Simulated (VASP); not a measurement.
# RbBr (P4/mmm) in VASP: notebook

RbBr is run at these levels: PBE; tasks: single point.

All numbers are computed with VASP 6.6.1; they aren't measurements. Logs are shortened: lines on timing, memory, paths and dates and some standing lists are left out, and cuts for length are marked.

## (1) The cell of the first run

The structure is tetragonal, space group P4/mmm (No. 123). Conventional cell: a = 4.482 Å, b = 4.482 Å, c = 3.496 Å, α = 90.00°, β = 90.00°, γ = 90.00°. Within 4.6 Å of Rb (site symmetry 4/mmm) lie 6 Rb at 3.50 to 4.48 Å and 8 Br at 3.62 Å. Br (site symmetry 4/mmm) has 6 Br at 3.50 to 4.48 Å and 8 Rb at 3.62 Å within 4.6 Å.

## (2) Single point, PBE

Contents of INCAR:

```
PREC = Accurate
ENCUT = 520
EDIFF = 1E-7
ISMEAR = 0
SIGMA = 0.05
LREAL = F
LASPH = T
NELM = 100
ALGO = Normal
ISIF = 2
LWAVE = F
LCHARG = T
GGA = PE
LELF = T
LVHAR = T
NBANDS = 15
```

Contents of KPOINTS:

```
regular mesh
0
Gamma
  6 6 6
```

Contents of POSCAR:

```
RbBr
1.0
    4.4823506273      0.0000000000      0.0000000000
    0.0000000000      4.4823506273      0.0000000000
    0.0000000000      0.0000000000      3.4962334893
Rb Br
1 1
Direct
    0.0000000000      0.0000000000      0.0000000000
    0.5000000000      0.5000000000      0.5000000000
```

Potentials or basis: VASP PAW PBE potentials, release 64 (Rb_sv, Br).

Command:

```console
cat potpaw_PBE.64/Rb_sv/POTCAR potpaw_PBE.64/Br/POTCAR > POTCAR
mpirun -np 1 vasp_std > vasp.out
```

OUTCAR:

```text
PREC = Accurate
   ENCUT = 520
   EDIFF = 1E-7
   ISMEAR = 0
   LREAL = F
   LASPH = T
   NELM = 100
   ISIF = 2
   GGA = PE

 ion  position               nearest neighbor table
   1  0.000  0.000  0.000-   2 3.62   2 3.62   2 3.62   2 3.62   2 3.62   2 3.62   2 3.62   2 3.62

   2  0.500  0.500  0.500-   1 3.62   1 3.62   1 3.62   1 3.62   1 3.62   1 3.62   1 3.62   1 3.62

  LATTYP: Found a simple tetragonal cell.
 ALAT       =     4.4823506273
 C/A-ratio  =     0.7800000000

  Lattice vectors:

 A1 = (   4.4823506273,   0.0000000000,   0.0000000000)
 A2 = (   0.0000000000,   4.4823506273,   0.0000000000)
 A3 = (   0.0000000000,   0.0000000000,   3.4962334893)

Analysis of symmetry for initial positions (statically):
=====================================================================
 Subroutine PRICEL returns:
 Original cell was already a primitive cell.

 Routine SETGRP: Setting up the symmetry group for a
 simple tetragonal supercell.

 Subroutine GETGRP returns: Found 16 space group operations
 (whereof 16 operations were pure point group operations)
 out of a pool of 16 trial point group operations.

The static configuration has the point symmetry D_4h.

Analysis of symmetry for dynamics (positions and initial velocities):
=====================================================================
 Subroutine PRICEL returns:
 Original cell was already a primitive cell.

 Routine SETGRP: Setting up the symmetry group for a
 simple tetragonal supercell.

 Subroutine GETGRP returns: Found 16 space group operations
 (whereof 16 operations were pure point group operations)
 out of a pool of 16 trial point group operations.

The dynamic configuration has the point symmetry D_4h.

 Subroutine INISYM returns: Found 16 space group operations
 (whereof 16 operations are pure point group operations),
 and found     1 'primitive' translations

----------------------------------------------------------------------------------------

                                     Primitive cell

  volume of cell :      70.2445

  direct lattice vectors                    reciprocal lattice vectors
     4.482350627  0.000000000  0.000000000     0.223097228  0.000000000  0.000000000
     0.000000000  4.482350627  0.000000000     0.000000000  0.223097228  0.000000000
     0.000000000  0.000000000  3.496233489     0.000000000  0.000000000  0.286022087

  length of vectors
     4.482350627  4.482350627  3.496233489     0.223097228  0.223097228  0.286022087

  position of ions in fractional coordinates (direct lattice)
     0.000000000  0.000000000  0.000000000
     0.500000000  0.500000000  0.500000000
[... 84 lines left out ...]
   ISYM   =      2    0-nonsym 1-usesym 2-fastsym
   POTIM  = 0.5000    time-step for ionic-motion
   TEBEG  =    0.0;   TEEND  =   0.0 temperature during run
   PSTRESS=    0.0 pullay stress
   NELECT =      16.0000    total number of electrons
   NUPDOWN=      -1.0000    fix difference up-down
   EMIN   =  10.00;   EMAX   =-10.00  energy-range for DOS
   EFERMI =   0.00;   METHOD = LEGACY
   ISMEAR =     0;   SIGMA  =   0.05  broadening in eV -4-tet -1-fermi 0-gaus
   EFERMI_NEDOS =   21; number of points for ismear=-14 and -15
   IALGO  =     38    algorithm
   IMIX   =      4    mixing-type and parameters
     AMIX     =   0.40;   BMIX     =  1.00
     AMIX_MAG =   1.60;   BMIX_MAG =  1.00
  volume/ion in A,a.u.               =      35.12       237.02
  Fermi-wavevector in a.u.,A,eV,Ry     =   0.999795  1.889338 13.600238  0.999589
  Thomas-Fermi vector in A             =   2.132108
   LORBIT       =      0    0 simple, 1 ext, 2 COOP (PROOUT), +10 PAW based schemes
   GGA     = PE    functional components
   LHFCALC =     F    Hartree Fock is set to
   AEXX    =    0.0000 exact exchange contribution
   IVDW    =     0    specifies the selected vdW correction
   LEPSILON=     F    determine dielectric tensor
   LRPA    =     F    only Hartree local field effects (RPA)
 non-spin polarized calculation
 Gauss-broadening in eV      SIGMA  =   0.05
  energy-cutoff  :      520.00
  volume of cell :       70.24
 maximum number of plane-waves:      1925
 NGX is ok and might be reduce to    36
   NGX = 17   NGY = 17   NGZ = 13

 number of electron      15.9999997 magnetization

 Free energy of the ion-electron system (eV)
  ---------------------------------------------------
  ext. energy  EPLUGINS =         0.00000000
  ---------------------------------------------------
  free energy    TOTEN  =        -5.69259389 eV

  energy without entropy =       -5.69259389  energy(sigma->0) =       -5.69259389

 E-fermi :   0.8439     XC(G=0):  -7.9229

 val. band max:        0.5787337211   @ k =   0.5000   0.5000   0.0000
 cond. band min:       3.1682572339   @ k =   0.0000   0.0000   0.0000
 fundamental gap:      2.5895235128
 Fermi energy:         0.8438541031

 k-point     1 :       0.0000    0.0000    0.0000
  band No.  band energies     occupation
      1     -26.0662      2.00000
      2     -13.1595      2.00000
      3     -10.0683      2.00000
      4     -10.0683      2.00000
      5      -9.7071      2.00000
      6      -1.0652      2.00000
      7      -1.0652      2.00000
      8       0.5068      2.00000
      9       3.1683      0.00000
     10       4.4272      0.00000
     11       5.5598      0.00000
     12       7.8279      0.00000
     13      10.3190      0.00000
     14      10.3190      0.00000
[... 401 lines left out ...]
      2     -12.8648      2.00000
      3     -10.5670      2.00000
      4     -10.0460      2.00000
      5      -9.9231      2.00000
      6      -1.5407      2.00000
      7      -1.5305      2.00000
      8      -0.8342      2.00000
      9       5.2615      0.00000
     10       5.4970      0.00000
     11       6.6598      0.00000
     12       7.5915      0.00000
     13       8.7091      0.00000
     14       9.9095      0.00000
     15       9.9454      0.00000

 [... further k-points ...]
[... 5 lines left out ...]
  --------------------------------------------------------------------------------------
  -------------------------------------------------------------------------------------
  Total       -0.8220068     -0.8220068      3.2252140      0.0000000     -0.0000000      0.0000000
  in kB      -18.7488177    -18.7488177     73.5625939      0.0000000     -0.0000000      0.0000000
  external PRESSURE =      12.0216528 kB  Pullay stress =       0.0000000 kB

 VOLUME and BASIS-vectors are now :
 -----------------------------------------------------------------------------
  energy-cutoff  :      520.00
  volume of cell :       70.24
      direct lattice vectors                 reciprocal lattice vectors
     4.482350627  0.000000000  0.000000000     0.223097228  0.000000000  0.000000000
     0.000000000  4.482350627  0.000000000     0.000000000  0.223097228  0.000000000
     0.000000000  0.000000000  3.496233489     0.000000000  0.000000000  0.286022087

 POSITION                                       TOTAL-FORCE (eV/Angst)
 -----------------------------------------------------------------------------------
      0.00000      0.00000      0.00000         0.000000      0.000000      0.000000
      2.24118      2.24118      1.74812         0.000000      0.000000      0.000000
 -----------------------------------------------------------------------------------
    total drift:                                0.000000      0.000000      0.000000

  FREE ENERGIE OF THE ION-ELECTRON SYSTEM (eV)
  ---------------------------------------------------
  free  energy   TOTEN  =        -5.6925938918 eV

  energy  without entropy=       -5.6925938918  energy(sigma->0) =       -5.69259389
```

OSZICAR:

```text
N       E                     dE             d eps       ncg     rms          rms(c)
DAV:   1     0.779914430092E+02    0.77991E+02   -0.68505E+03  1200   0.933E+02
DAV:   2    -0.937862123537E+00   -0.78929E+02   -0.73389E+02  1666   0.165E+02
DAV:   3    -0.586310843432E+01   -0.49252E+01   -0.49050E+01  1679   0.418E+01
DAV:   4    -0.598809685463E+01   -0.12499E+00   -0.12498E+00  1635   0.629E+00
DAV:   5    -0.598900900094E+01   -0.91215E-03   -0.91214E-03  1680   0.496E-01    0.262E+00
DAV:   6    -0.574082386491E+01    0.24819E+00   -0.20412E-01  1459   0.242E+00    0.173E+00
DAV:   7    -0.569104227614E+01    0.49782E-01   -0.12172E-01  1543   0.197E+00    0.916E-01
DAV:   8    -0.569260434843E+01   -0.15621E-02   -0.17053E-02  1416   0.775E-01    0.139E-01
DAV:   9    -0.569245548861E+01    0.14886E-03   -0.83928E-04  1648   0.157E-01    0.686E-02
DAV:  10    -0.569259310471E+01   -0.13762E-03   -0.30484E-04  1300   0.112E-01    0.151E-02
DAV:  11    -0.569259247811E+01    0.62660E-06   -0.15524E-05  1622   0.234E-02    0.740E-03
DAV:  12    -0.569259380075E+01   -0.13226E-05   -0.26312E-06  1326   0.112E-02    0.788E-04
DAV:  13    -0.569259389176E+01   -0.91018E-07   -0.12251E-07  1463   0.234E-03
   1 F= -.56925939E+01 E0= -.56925939E+01  d E =-.821984E-16
```

stdout:

```text
POSCAR found type information on POSCAR RbBr
 POSCAR found :  2 types and       2 ions
 scaLAPACK will be used
 LDA part: xc-table for (Slater+PW92), standard interpolation
 POSCAR, INCAR and KPOINTS ok, starting setup
 FFT: planning ... GRIDC
 FFT: planning ... GRID_SOFT
 FFT: planning ... GRID
 WAVECAR not read
 entering main loop
```

Run time: 19 s. Hardware: 1 thread of Intel Xeon Platinum 8488C (Sapphire Rapids), shared host; peak memory 0.2 GiB.

Results:

```
Free energy            : -5.6926 eV
Pressure               : 1.2 GPa
Band gap on the k mesh : 2.59 eV, indirect (least direct gap 2.66 eV)
```

Stress tensor (GPa, compression positive):
```
-1.87  0.00  0.00
 0.00 -1.87  0.00
 0.00  0.00  7.36
```

Levels at points of the mesh, in eV from the valence-band top:
```csv
k point,band 4,band 5,band 6,band 7,band 8,band 9,band 10,band 11,band 12,band 13
"(0.00, 0.00, 0.00)",-10.65,-10.29,-1.64,-1.64,-0.07,2.59,3.85,4.98,7.25,9.74
"(0.50, 0.00, 0.00)",-10.61,-10.27,-2.84,-1.85,-0.09,4.84,5.47,6.29,8.46,8.78
"(0.50, 0.50, 0.00)",-10.82,-10.26,-2.21,-2.21,0.00,3.71,6.06,8.16,8.67,8.67
"(0.00, 0.00, 0.50)",-10.48,-10.48,-3.03,-1.43,-1.43,6.09,6.25,6.85,7.06,7.06
"(0.50, 0.00, 0.50)",-10.64,-10.46,-2.62,-1.83,-1.25,4.36,4.36,5.57,6.47,9.63
"(0.50, 0.50, 0.50)",-10.60,-10.60,-2.80,-2.16,-2.16,6.72,6.72,6.84,6.84,7.88
```

 A k mesh can miss the band edges.

(Continued in part 2 of 3.)
